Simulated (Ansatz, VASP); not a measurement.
# Two plane-wave programs on Te2Mo

```
Te Mo
1.0
     3.51820    0.00000    0.00000
    -1.75910    3.04685    0.00000
     0.00000    0.00000   13.97360
Te Mo
4 2
Cartesian
  0.0000 2.0312 8.6776
  1.7591 1.0156 1.6908
  0.0000 2.0312 12.2828
  1.7591 1.0156 5.2960
  0.0000 2.0312 3.4934
  1.7591 1.0156 10.4802
```

Alike in both runs: task single point; functional PBEsol; k mesh 3 × 3 × 1; occupations methfessel-paxton of order 1, width 0.1 eV; no spin polarisation.

|  | VASP | Ansatz |
| --- | --- | --- |
| version | VASP 6.6.1 | Ansatz 0.2.0 |
| potentials or method | VASP PAW PBE potentials, release 64 (Te, Mo_sv), cutoff 520 eV | plane waves, PAW |
| valence electrons in the cell | 52 | 92 |

VASP gave:

| Quantity | Value |
| --- | --- |
| pressure (GPa) | -1.3 |
| traceless stress, the component that is largest in VASP (GPa) | 0.38 |
| rms of the force components (eV/Å) | 0.170 |

Question: Which values does Ansatz return?

Answer: Pressure (GPa): -1.5; traceless stress, the component that is largest in VASP (GPa): 0.27; rms of the force components (eV/Å): 0.183.

VASP's potentials were made for PBE, not for PBEsol. Atom by atom the forces differ by 0.014 eV/Å (rms over components). VASP's potentials hold 52 valence electrons a cell and Ansatz's 92, so a difference there can come from the potentials and not from the codes.

The k mesh is coarse, so the values compare programs but aren't converged. Spin-orbit coupling is off throughout.
